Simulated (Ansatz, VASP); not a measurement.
# Two plane-wave programs on TiH6

```
CELL_PARAMETERS angstrom
3.87286 0.00000 0.00000
0.00000 3.87286 0.00000
0.00000 0.00000 3.87286
ATOMIC_POSITIONS crystal
Ti 0.50000 0.50000 0.50000
H 0.64052 0.00000 0.00000
H 0.35948 0.00000 0.00000
H 0.00000 0.64052 0.00000
H 0.00000 0.35948 0.00000
H 0.00000 0.00000 0.64052
H 0.00000 0.00000 0.35948
```

Alike in both runs: task relaxation of cell and atoms; functional PBE; k mesh 4 × 4 × 4; occupations gaussian, width 0.1 eV; no spin polarisation.

|  | VASP | Ansatz |
| --- | --- | --- |
| version | VASP 6.6.1 | Ansatz 0.2.0 |
| potentials or method | VASP PAW PBE potentials, release 64 (Ti_sv, H), cutoff 500 eV | scalar-relativistic, plane waves, PAW |
| valence electrons in the cell | 18 | 18 |

```tsv
	VASP	Ansatz	Ansatz less VASP
gap on the k mesh at the Fermi level, each at its own relaxed structure (eV)	none	none	-
relaxed volume (Å³/atom)	5.28	5.01	-0.272
relaxed length of the cell vector where the two differ most in proportion (Å)	3.331	3.273	-0.0582
```

A gap of «none» marks a metal or a gap that the smearing closes. One of these differences is far larger than is usual between the two programs; its cause wasn't traced.

The k mesh is coarse, so the values compare programs but aren't converged. Noted on VASP's run: the volume moved by over 15 % at a fixed basis, so the end points are rough.
